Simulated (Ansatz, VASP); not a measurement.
# HfN in VASP and in Ansatz

```
CELL_PARAMETERS angstrom
0.00000 2.26747 2.26747
2.25900 0.00847 2.25900
2.25900 2.25900 0.00847
ATOMIC_POSITIONS crystal
Hf 0.00000 0.00000 0.00000
N 0.50000 0.50000 0.50000
```

Change from the starting cell: strain +0.0075 x Voigt [0, 0, 0, 1, 0, 0], atoms carried along.

Alike in both runs: task single point; functional PBE; k mesh 18 × 18 × 18; occupations gaussian, width 0.15 eV; no spin polarisation.

|  | VASP | Ansatz |
| --- | --- | --- |
| version | VASP 6.6.1 | Ansatz 0.2.0 |
| potentials or method | VASP PAW PBE potentials, release 64 (Hf_pv, N), cutoff 520 eV | scalar-relativistic, plane waves, PAW |
| valence electrons in the cell | 15 | 31 |

```tsv
	VASP	Ansatz	Ansatz less VASP
gap on the k mesh at the Fermi level (eV)	none	none	-
pressure (GPa)	3.0	5.4	+2.40
traceless stress, the component that is largest in VASP (GPa)	-0.90	-0.89	+0.015
```

A gap of «none» marks a metal or a gap that the smearing closes. VASP's potentials hold 15 valence electrons a cell and Ansatz's 31, so a difference there can come from the potentials and not from the codes.

Spin-orbit coupling is off throughout.
